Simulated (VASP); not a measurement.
Here is a VASP 6.6.1 calculation.

File POSCAR:

```
Re
1.0
    2.7608000000      0.0000000000      0.0000000000
   -1.3804000000      2.3909229348      0.0000000000
    0.0000000000      0.0000000000      4.4582000000
Re
2
Direct
    0.6666666667      0.3333333333      0.7500000000
    0.3333333333      0.6666666667      0.2500000000
```

File INCAR.step1:

```
SYSTEM = Re
PREC = Accurate ; ENCUT = 520
EDIFF = 1E-5 ; ISMEAR = -1
SIGMA = 0.05 ; LREAL = .FALSE.
LASPH = .TRUE. ; NELM = 60
ALGO = Normal ; ISIF = 2
LWAVE = .TRUE. ; LCHARG = .FALSE.
NBANDS = 14 ; GGA = PE
```

File INCAR.step2:

```
SYSTEM = Re
PREC = Accurate ; ENCUT = 520
EDIFF = 1E-7 ; ISMEAR = -1
SIGMA = 0.05 ; LREAL = .FALSE.
LASPH = .TRUE. ; NELM = 60
ALGO = Normal ; ISIF = 2
LWAVE = .FALSE. ; LCHARG = .FALSE.
GGA = B3 ; LHFCALC = .TRUE.
AEXX = 0.2 ; AGGAX = 0.72
AGGAC = 0.81 ; ALDAC = 0.19
PRECFOCK = Normal ; NBANDS = 14
ISTART = 1
```

File KPOINTS:

```
regular mesh
0
G
  6 6 3
  0 0 0
```

Potentials or basis: VASP PAW PBE potentials, release 64 (Re).

Launch:

```console
$ cat potpaw_PBE.64/Re/POTCAR > POTCAR
$ cp INCAR.step1 INCAR
$ mpirun -np 1 vasp_std > vasp.out
$ cp INCAR.step2 INCAR
$ mpirun -np 1 vasp_std > vasp.out
```

Task: What does it give for the band gap on the k mesh?

Result: Zero (bands 7 and 8 overlap by 4.01 eV).

Task: Estimate the pressure.

Result: 7.6 GPa.

Stress tensor (GPa, compression positive):
```
9.62 0.00 0.00
0.00 9.62 0.00
0.00 0.00 3.58
```

Caveat: the k points lie up to 0.47 Å⁻¹ apart, too coarse for converged energies and pressures of a metal; the PAW data sets were made with another functional, which shifts forces and pressure a little; spin-orbit coupling is left out, which moves the levels of the heavy elements.
